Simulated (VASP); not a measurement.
# SnSe (zincblende type) (F-43m) in VASP: notebook

The runs below take SnSe (zincblende type) through relaxation of cell and atoms, with PBE.

Everything below comes from runs of VASP 6.6.1. Logs are shortened: lines on timing, memory, paths and dates and some standing lists are left out, and cuts for length are marked.

### Step 1. The cell of the first run

It takes space group F-43m (No. 216, cubic). The conventional cell has a = 5.292 Å, b = 5.292 Å, c = 5.292 Å, α = 90.00°, β = 90.00°, γ = 90.00°. Sn (site symmetry -43m) has 4 Se at 2.29 Å within 3.0 Å. Within 3.0 Å of Se (site symmetry -43m) lie 4 Sn at 2.29 Å.

### Step 2. Relaxation of cell and atoms, PBE, target pressure 64 GPa, at which the enthalpy is minimised

The input, INCAR:

```
SYSTEM = SnSe
  ALGO = Normal
  EDIFF = 1E-7
  EDIFFG = -0.005
  ENCUT = 600
  GGA = PE
  IBRION = 2
  ISIF = 3
  ISMEAR = -1
  LASPH = .True.
  LCHARG = .False.
  LREAL = .False.
  LWAVE = .False.
  NELM = 80
  NSW = 60
  PREC = Accurate
  PSTRESS = 640.0
  SIGMA = 0.05
```

The input, KPOINTS:

```
k-points
0
Gamma
  13 13 13
  0 0 0
```

The input, POSCAR:

```
SnSe
1.0
    0.0000000000      2.6458346117      2.6458346117
    2.6458346117      0.0000000000      2.6458346117
    2.6458346117      2.6458346117      0.0000000000
Sn Se
1 1
Direct
    0.0000000000      0.0000000000      0.0000000000
    0.2500000000      0.2500000000      0.2500000000
```

Potentials or basis: VASP PAW PBE potentials, release 64 (Sn_d, Se).

Launch:

```console
cat potpaw_PBE.64/Sn_d/POTCAR potpaw_PBE.64/Se/POTCAR > POTCAR
mpirun -np 1 vasp_std > vasp.out
```

OUTCAR:

```text
SYSTEM = SnSe
   EDIFF = 1E-7
   EDIFFG = -0.005
   ENCUT = 600
   GGA = PE
   IBRION = 2
   ISIF = 3
   ISMEAR = -1
   LASPH = .True.
   LREAL = .False.
   NELM = 80
   NSW = 60
   PREC = Accurate
   PSTRESS = 640.0

 ion  position               nearest neighbor table
   1  0.000  0.000  0.000-   2 2.29   2 2.29   2 2.29   2 2.29
   2  0.250  0.250  0.250-   1 2.29   1 2.29   1 2.29   1 2.29

  LATTYP: Found a face centered cubic cell.
 ALAT       =     5.2916692234

  Lattice vectors:

 A1 = (   0.0000000000,   2.6458346117,   2.6458346117)
 A2 = (   2.6458346117,   0.0000000000,   2.6458346117)
 A3 = (   2.6458346117,   2.6458346117,   0.0000000000)

Analysis of symmetry for initial positions (statically):
=====================================================================
 Subroutine PRICEL returns:
 Original cell was already a primitive cell.

 Routine SETGRP: Setting up the symmetry group for a
 face centered cubic supercell.

 Subroutine GETGRP returns: Found 24 space group operations
 (whereof 24 operations were pure point group operations)
 out of a pool of 48 trial point group operations.

The static configuration has the point symmetry T_d .

Analysis of symmetry for dynamics (positions and initial velocities):
=====================================================================
 Subroutine PRICEL returns:
 Original cell was already a primitive cell.

 Routine SETGRP: Setting up the symmetry group for a
 face centered cubic supercell.

 Subroutine GETGRP returns: Found 24 space group operations
 (whereof 24 operations were pure point group operations)
 out of a pool of 48 trial point group operations.

The dynamic configuration has the point symmetry T_d .

 Subroutine INISYM returns: Found 24 space group operations
 (whereof 24 operations are pure point group operations),
 and found     1 'primitive' translations

----------------------------------------------------------------------------------------

                                     Primitive cell

  volume of cell :      37.0440

  direct lattice vectors                    reciprocal lattice vectors
     0.000000000  2.645834612  2.645834612    -0.188976287  0.188976287  0.188976287
     2.645834612  0.000000000  2.645834612     0.188976287 -0.188976287  0.188976287
     2.645834612  2.645834612  0.000000000     0.188976287  0.188976287 -0.188976287

  length of vectors
[... 73 lines left out ...]
   PREC   = accura    normal or accurate (medium, high low for compatibility)
   ISTART =      0    job   : 0-new  1-cont  2-samecut
   ICHARG =      2    charge: 1-file 2-atom 10-const
   ISPIN  =      1    spin polarized calculation?
   LNONCOLLINEAR =      F non collinear calculations
   LSORBIT =      F    spin-orbit coupling
   LASPH  =      T    aspherical Exc in radial PAW
   ENCUT  =  600.0 eV  44.10 Ry    6.64 a.u.   7.47  7.47  7.47*2*pi/ulx,y,z
   NELM   =     80;   NELMIN=  2; NELMDL= -5     # of ELM steps
   EDIFF  = 0.1E-06   stopping-criterion for ELM
   LREAL  =      F    real-space projection
   EDIFFG = -.5E-02   stopping-criterion for IOM
   NSW    =     60    number of steps for IOM
   IBRION =      2    ionic relax: 0-MD 1-quasi-New 2-CG
   NFREE  =      1    steps in history (QN), initial steepest desc. (CG)
   ISIF   =      3    stress and relaxation
   ISYM   =      2    0-nonsym 1-usesym 2-fastsym
   POTIM  = 0.5000    time-step for ionic-motion
   TEBEG  =    0.0;   TEEND  =   0.0 temperature during run
   PSTRESS=  640.0 pullay stress
   NELECT =      20.0000    total number of electrons
   NUPDOWN=      -1.0000    fix difference up-down
   EMIN   =  10.00;   EMAX   =-10.00  energy-range for DOS
   EFERMI =   0.00;   METHOD = LEGACY
   ISMEAR =    -1;   SIGMA  =   0.05  broadening in eV -4-tet -1-fermi 0-gaus
   EFERMI_NEDOS =   21; number of points for ismear=-14 and -15
   IALGO  =     38    algorithm
   IMIX   =      4    mixing-type and parameters
     AMIX     =   0.40;   BMIX     =  1.00
     AMIX_MAG =   1.60;   BMIX_MAG =  1.00
  volume/ion in A,a.u.               =      18.52       124.99
  Fermi-wavevector in a.u.,A,eV,Ry     =   1.333047  2.519094 24.177748  1.777014
  Thomas-Fermi vector in A             =   2.461935
   LORBIT       =      0    0 simple, 1 ext, 2 COOP (PROOUT), +10 PAW based schemes
   GGA     = PE    functional components
   LHFCALC =     F    Hartree Fock is set to
   AEXX    =    0.0000 exact exchange contribution
   IVDW    =     0    specifies the selected vdW correction
   LEPSILON=     F    determine dielectric tensor
   LRPA    =     F    only Hartree local field effects (RPA)
 conjugate gradient relaxation of ions
 non-spin polarized calculation
  energy-cutoff  :      600.00
  volume of cell :       37.04
 maximum number of plane-waves:      1258
 NGX is ok and might be reduce to    30
   NGX = 15   NGY = 15   NGZ = 15

--------------------------------------- Ionic step        1  -------------------------------------------

 number of electron      20.0000001 magnetization

 Free energy of the ion-electron system (eV)
  ---------------------------------------------------
  ext. energy  EPLUGINS =         0.00000000
  ---------------------------------------------------
  free energy    TOTEN  =        -1.60958551 eV

  energy without entropy =       -1.59910768  energy(sigma->0) =       -1.60434660

------------------------ aborting loop because EDIFF is reached ----------------------------------------

  FORCE on cell =-STRESS in cart. coord.  units (eV):
  Direction    XX          YY          ZZ          XY          YZ          ZX
  --------------------------------------------------------------------------------------
  -------------------------------------------------------------------------------------
  Total       21.0675657     21.0675657     21.0675657      0.0000000      0.0000000      0.0000000
  in kB      911.1856329    911.1856329    911.1856329      0.0000000      0.0000000      0.0000000
  external PRESSURE =     271.1856329 kB  Pullay stress =     640.0000000 kB
[... 931 lines left out ...]
  energy  without entropy=       -3.6929222192  energy(sigma->0) =       -3.69559484

  enthalpy is  TOTEN    =        12.8894350999 eV   P V=       16.5877025670

[... ionic steps 4 to 15 ...]

--------------------------------------- Ionic step       16  -------------------------------------------

 number of electron      19.9999993 magnetization

------------------------ aborting loop because EDIFF is reached ----------------------------------------
[... 71 lines left out ...]
--------------------------------------- Ionic step       18  -------------------------------------------

 number of electron      19.9999993 magnetization

 Free energy of the ion-electron system (eV)
  ---------------------------------------------------
  ext. energy  EPLUGINS =         0.00000000
  ---------------------------------------------------
  free energy    TOTEN  =        -3.45101383 eV

  energy without entropy =       -3.44564177  energy(sigma->0) =       -3.44832780

 E-fermi :  10.0883     XC(G=0): -10.8229

 val. band max:       10.0381193030   @ k =  -0.3846   0.4615   0.0769
 cond. band min:      10.1358411934   @ k =  -0.4615   0.3846   0.0769
 fundamental gap:      0.0977218904
 Fermi energy:        10.0883358205
[... 441 lines left out ...]
  energy  without entropy=       -3.4456417671  energy(sigma->0) =       -3.44832780

  enthalpy is  TOTEN    =        12.8821607461 eV   P V=       16.3331745744

 reached required accuracy - stopping structural energy minimisation
```

OSZICAR:

```text
N       E                     dE             d eps       ncg     rms          rms(c)
DAV:   1     0.154894827426E+03    0.15489E+03   -0.11334E+04  2388   0.219E+03
DAV:   2     0.110681327039E+02   -0.14383E+03   -0.14100E+03  2484   0.450E+02
[... 133 lines left out ...]
       N       E                     dE             d eps       ncg     rms          rms(c)
DAV:   1    -0.345102663201E+01    0.46165E-02   -0.28225E-04  2886   0.370E-01    0.217E-02
DAV:   2    -0.345101556839E+01    0.11064E-04   -0.18732E-05  2868   0.105E-01    0.894E-03
DAV:   3    -0.345101324707E+01    0.23213E-05   -0.73056E-06  2874   0.611E-02    0.150E-03
DAV:   4    -0.345101351521E+01   -0.26814E-06   -0.52585E-07  2370   0.815E-03    0.135E-03
DAV:   5    -0.345101375372E+01   -0.23851E-06   -0.23540E-08  1182   0.203E-03    0.240E-04
DAV:   6    -0.345101382833E+01   -0.74611E-07   -0.10103E-08  1176   0.127E-03
  18 F= 0.12882161E+02 E0= 0.12884847E+02  d E =-.232954E-04
```

Wall time 7.5 min (1 thread of Intel Xeon Platinum 8488C (Sapphire Rapids), shared host); peak memory 0.22 GiB.

Results:

```yaml
Free_energy: -3.4510 eV
Relaxed_volume: 20.44 Å³/atom
Relaxed_cell: a = 3.867 Å, b = 3.867 Å, c = 3.867 Å, α = 60.00°, β = 60.00°, γ = 60.00°
Space_group_after_relaxing_to_0.05_Å: F-43m (No. 216)
Energy_change_on_relaxing_the_enthalpy_is_what_falls: -920.7 meV/atom
Ionic_steps: 18
Pressure_after_relaxing: 64.0 GPa
Band_gap_on_the_k_mesh: zero (band 10 reaches 11.11 eV, above the bottom of band 11 at 8.93 eV)
```

The path:
| step | energy change (eV) | largest force (eV/Å) | pressure (GPa) | volume (Å³) |
| --- | --- | --- | --- | --- |
| 1 | 0.0000 | 0.0000 | 91.12 | 37.04 |
| 2 | -5.2675 | 0.0000 | 16.72 | 56.52 |
| 3 | -2.0887 | 0.0000 | 60.39 | 41.53 |
| 4 | -1.8558 | 0.0000 | 63.79 | 40.92 |
| 5 | -1.8237 | 0.0000 | 64.25 | 40.84 |
| 6 | -1.8244 | 0.0000 | 64.25 | 40.85 |
| 7 | -1.8264 | 0.0000 | 64.22 | 40.85 |
| 8 | -1.8264 | 0.0000 | 64.22 | 40.85 |
| 9 | -1.8265 | 0.0000 | 64.22 | 40.85 |
| 10 | -1.8265 | 0.0000 | 64.22 | 40.85 |
| 11 | -1.8267 | 0.0000 | 64.22 | 40.85 |
| 12 | -1.8270 | 0.0000 | 64.22 | 40.85 |
| 13 | -1.8276 | 0.0000 | 64.20 | 40.85 |
| 14 | -1.8288 | 0.0000 | 64.18 | 40.86 |
| 15 | -1.8313 | 0.0000 | 64.15 | 40.86 |
| 16 | -1.8362 | 0.0000 | 64.08 | 40.88 |
| 17 | -1.8461 | 0.0000 | 63.93 | 40.90 |
| 18 | -1.8414 | 0.0000 | 64.00 | 40.89 |

Final structure:
```cif
data_structure
_symmetry_space_group_name_H-M 'P 1'
_symmetry_Int_Tables_number 1
_cell_length_a 3.8670
_cell_length_b 3.8670
_cell_length_c 3.8670
_cell_angle_alpha 60.000
_cell_angle_beta 60.000
_cell_angle_gamma 60.000
_cell_volume 40.89
loop_
_atom_site_label
_atom_site_type_symbol
_atom_site_fract_x
_atom_site_fract_y
_atom_site_fract_z
_atom_site_occupancy
Sn1 Sn 0.00000 0.00000 0.00000 1
Se1 Se 0.25000 0.25000 0.25000 1
```

Caveat: the cell is relaxed towards a set pressure, so the enthalpy falls and the energy may rise; spin-orbit coupling is left out, which moves the levels of the heavy elements.

### Step 3. Relaxation of cell and atoms, PBE, target pressure 64 GPa, at which the enthalpy is minimised

This run uses another cell than the first one, of 20.44 Å³/atom, 1.103 times its volume.

The input, INCAR:

```
SYSTEM = SnSe
PREC = Accurate
ENCUT = 600
EDIFF = 1E-6
ISMEAR = -1
SIGMA = 0.05
LREAL = .False.
LASPH = .True.
NELM = 100
ALGO = Normal
ISIF = 3
LWAVE = .False.
LCHARG = .False.
GGA = PE
IBRION = 2
NSW = 32
EDIFFG = -0.005
PSTRESS = 640.0
```

The input, KPOINTS:

```
regular mesh
0
Gamma
  13 13 13
  0 0 0
```

The input, POSCAR:

```
SnSe
1.0
    0.0000000000      2.7340162521      2.7340162521
    2.7340162521      0.0000000000      2.7340162521
    2.7340162521      2.7340162521      0.0000000000
Sn Se
1 1
Direct
    0.0000000000      0.0000000000      0.0000000000
    0.2500000000      0.2500000000      0.2500000000
```

Potentials or basis: VASP PAW PBE potentials, release 64 (Sn_d, Se).

Launch:

```console
cat potpaw_PBE.64/Sn_d/POTCAR potpaw_PBE.64/Se/POTCAR > POTCAR
mpirun -np 1 vasp_std > vasp.out
```

OUTCAR:

```text
SYSTEM = SnSe
   PREC = Accurate
   ENCUT = 600
   EDIFF = 1E-6
   ISMEAR = -1
   LREAL = .False.
   LASPH = .True.
   NELM = 100
   ISIF = 3
   GGA = PE
   IBRION = 2
   NSW = 32
   EDIFFG = -0.005
   PSTRESS = 640.0

 ion  position               nearest neighbor table
   1  0.000  0.000  0.000-   2 2.37   2 2.37   2 2.37   2 2.37
   2  0.250  0.250  0.250-   1 2.37   1 2.37   1 2.37   1 2.37

  LATTYP: Found a face centered cubic cell.
 ALAT       =     5.4680325042

  Lattice vectors:

 A1 = (   0.0000000000,   2.7340162521,   2.7340162521)
 A2 = (   2.7340162521,   0.0000000000,   2.7340162521)
 A3 = (   2.7340162521,   2.7340162521,   0.0000000000)

Analysis of symmetry for initial positions (statically):
[... 268 lines left out ...]
      1     -12.9645      2.00000
      2     -12.9645      2.00000
      3     -12.9645      2.00000
      4     -12.7844      2.00000
      5     -12.7844      2.00000
      6      -8.2419      2.00000
      7       5.8469      2.00000
      8       5.8469      2.00000
      9       5.8469      2.00000
     10       6.7761      2.00000
     11      10.9409      0.00000
     12      10.9409      0.00000
     13      10.9409      0.00000
     14      15.8849      0.00000
[... 377 lines left out ...]
      1     -13.0754      2.00000
      2     -12.9177      2.00000
      3     -12.9108      2.00000
      4     -12.7910      2.00000
      5     -12.7725      2.00000
      6      -6.4285      2.00000
      7      -0.3853      2.00000
      8       3.5557      2.00000
      9       4.2216      2.00000
     10       9.1176      2.00000
     11      11.3077      0.00000
     12      12.9171      0.00000
     13      13.7040      0.00000
     14      16.9608      0.00000

 [... further k-points ...]

------------------------ aborting loop because EDIFF is reached ----------------------------------------

  FORCE on cell =-STRESS in cart. coord.  units (eV):
  Direction    XX          YY          ZZ          XY          YZ          ZX
  --------------------------------------------------------------------------------------
  -------------------------------------------------------------------------------------
  Total       16.3432074     16.3432074     16.3432074      0.0000000      0.0000000      0.0000000
  in kB      640.3779712    640.3779712    640.3779712      0.0000000      0.0000000      0.0000000
  external PRESSURE =       0.3779712 kB  Pullay stress =     640.0000000 kB
[... 21 lines left out ...]
  energy  without entropy=       -3.4466820545  energy(sigma->0) =       -3.44936796

  enthalpy is  TOTEN    =        12.8815072601 eV   P V=       16.3335611215

 reached required accuracy - stopping structural energy minimisation
```

OSZICAR:

```text
N       E                     dE             d eps       ncg     rms          rms(c)
DAV:   1     0.147771934495E+03    0.14777E+03   -0.11169E+04  2382   0.215E+03
DAV:   2     0.876134011293E+01   -0.13901E+03   -0.13644E+03  2490   0.436E+02
DAV:   3    -0.332539834485E+01   -0.12087E+02   -0.11919E+02  3048   0.110E+02
DAV:   4    -0.359592563302E+01   -0.27053E+00   -0.27041E+00  2676   0.182E+01
[... 18 lines left out ...]
DAV:   1    -0.345249079180E+01    0.25958E-01   -0.91960E-03  2886   0.211E+00    0.124E-01
DAV:   2    -0.345213912834E+01    0.35166E-03   -0.61296E-04  2880   0.605E-01    0.511E-02
DAV:   3    -0.345205316311E+01    0.85965E-04   -0.23775E-04  2880   0.349E-01    0.864E-03
DAV:   4    -0.345205351137E+01   -0.34826E-06   -0.17146E-05  2382   0.467E-02    0.776E-03
DAV:   5    -0.345205386143E+01   -0.35006E-06   -0.79529E-07  1338   0.117E-02
   3 F= 0.12881507E+02 E0= 0.12884193E+02  d E =-.464126E-05
```

Run time: 72 s. Hardware: 1 thread of Intel Xeon Platinum 8488C (Sapphire Rapids), shared host; peak memory 0.23 GiB.

What came out:

```
Free energy                                            : -3.4521 eV
Relaxed volume                                         : 20.44 Å³/atom
Relaxed cell                                           : a = 3.867 Å, b = 3.867 Å, c = 3.867 Å, α = 60.00°, β = 60.00°, γ = 60.00°
Space group after relaxing (to 0.05 Å)                 : F-43m (No. 216)
Energy change on relaxing (the enthalpy is what falls) : -3.4 meV/atom
Ionic steps                                            : 3
Pressure after relaxing                                : 64.0 GPa
Band gap on the k mesh                                 : zero (band 10 reaches 11.11 eV, above the bottom of band 11 at 8.93 eV)
```

The path:
```
step  energy change (eV)  largest force (eV/Å)  pressure (GPa)  volume (Å³)
   1              0.0000                0.0000           64.11        40.87
   2             -0.0331                0.0000           63.63        40.96
   3             -0.0067                0.0000           64.04        40.89
```

Final structure:
```
Sn Se
1.0
     0.00000    2.73439    2.73439
     2.73439    0.00000    2.73439
     2.73439    2.73439    0.00000
Sn Se
1 1
Direct
  0.00000 0.00000 0.00000
  0.25000 0.25000 0.25000
```

Levels at points of the mesh, in eV from the Fermi level:
```tsv
k point	band 8	band 9	band 10	band 11	band 12	band 13
(0.00, 0.00, 0.00)	-4.24	-4.24	-3.31	0.85	0.85	0.85
```

Caveat: the cell is relaxed towards a set pressure, so the enthalpy falls and the energy may rise; spin-orbit coupling is left out, which moves the levels of the heavy elements.
